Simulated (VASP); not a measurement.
ReP2, 3 atoms in the cell. The structure is tetragonal, space group P4/mmm (No. 123). Conventional cell: a = 4.010 Å, b = 4.010 Å, c = 2.984 Å, α = 90.00°, β = 90.00°, γ = 90.00°. Re (site symmetry 4/mmm) has 8 P at 2.50 Å and 2 Re at 2.98 Å within 3.3 Å. Within 3.3 Å of P (site symmetry mmm) lie 4 Re at 2.50 Å and 6 P at 2.84 to 2.98 Å. The cell was built from a structure type or drawn by symmetry, and may not be a known phase.

| Quantity | Value |
| --- | --- |
| Program | VASP 6.6.1 |
| Task | relaxation of cell and atoms |
| Functional | PBE |
| Potentials or basis | VASP PAW PBE potentials, release 64 (Re, P) |
| Cutoff | 600 eV |
| k mesh | 4 × 4 × 6 |
| Occupations | gaussian, width 0.1 eV |
| Spin | no spin polarisation |
| Dipole correction | no |
| Further INCAR settings | ALGO = Normal; EDIFF = 1e-06; IBRION = 2; EDIFFG = -0.04; NSW = 90; ISIF = 3 |

Potentials or basis: VASP PAW PBE potentials, release 64 (Re, P).

Run with:

```console
$ cat potpaw_PBE.64/Re/POTCAR potpaw_PBE.64/P/POTCAR > POTCAR
$ mpirun -np 1 vasp_std > vasp.out
```

Hardware: 1 thread of Intel(R) Xeon(R) 6975P-C (Granite Rapids), on a shared host.

Estimate the wall time of this run.

Wall time 20 s on 1 thread of Intel(R) Xeon(R) 6975P-C (Granite Rapids) (shared host), peak memory 0.18 GiB. Counts: scf iterations 40, k points 24, ion steps 5.
